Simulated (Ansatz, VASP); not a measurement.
**Sb in VASP and in Ansatz**

File INCAR:

```
SYSTEM = Sb
PREC = Accurate
ENCUT = 520
EDIFF = 1E-7
ISMEAR = -1
SIGMA = 0.05
LREAL = .FALSE.
LASPH = .TRUE.
NELM = 100
ALGO = Normal
ISIF = 2
LWAVE = .FALSE.
LCHARG = .TRUE.
GGA = PS
LELF = .TRUE.
LVHAR = .TRUE.
NBANDS = 8
```

Contents of KPOINTS:

```
Automatic mesh
0
G
  8 8 8
  0 0 0
```

Contents of POSCAR:

```
Sb
1.0
   -1.5765401831      1.5765401831      2.7119384313
    1.5765401831     -1.5765401831      2.7119384313
    1.5765401831      1.5765401831     -2.7119384313
Sb
1
Direct
    0.0000000000      0.0000000000      0.0000000000
```

input.yaml

```yaml
crystal:
  lattice:
    - [-1.5765401831, 1.5765401831, 2.7119384313]
    - [1.5765401831, -1.5765401831, 2.7119384313]
    - [1.5765401831, 1.5765401831, -2.7119384313]
  atoms:
    - { symbol: Sb, position: [0.0, 0.0, 0.0] }
kpoints:
  mp_grid: { grid: [8, 8, 8] }
scf:
  occupations: { method: fermi_dirac, width: 0.05 }
hamiltonian:
  xc: pbesol
  pseudopotentials: { kind: all_electron, datasets: crystal }
output:
  forces: true
  stress: true
  eigenvalues: true
```

Alike in both runs: task single point; functional PBEsol; k mesh 8 × 8 × 8; occupations fermi-dirac, width 0.05 eV; no spin polarisation.

```csv
,VASP,Ansatz
version,VASP 6.6.1,Ansatz 0.2.0
potentials or method,"VASP PAW PBE potentials, release 64 (Sb), cutoff 520 eV",all-electron PAW datasets made for the crystal
```

VASP gave:

| Item | Value |
| --- | --- |
| gap on the k mesh at the Fermi level (eV) | none |
| pressure (GPa) | -1.3 |
| traceless stress, the component that is largest in VASP (GPa) | 0.90 |

Question: Which values does Ansatz return?

Answer: gap on the k mesh at the Fermi level (eV): none; pressure (GPa): -1.3; traceless stress, the component that is largest in VASP (GPa): 0.94.

VASP's potentials were made for PBE, not for PBEsol. A gap of «none» marks a metal or a gap that the smearing closes. Ansatz ran all-electron here, and VASP with PAW potentials.

Spin-orbit coupling is off throughout. Noted on Ansatz's run: the k mesh is thin for a metal, which can move the energy by tens of meV per atom.
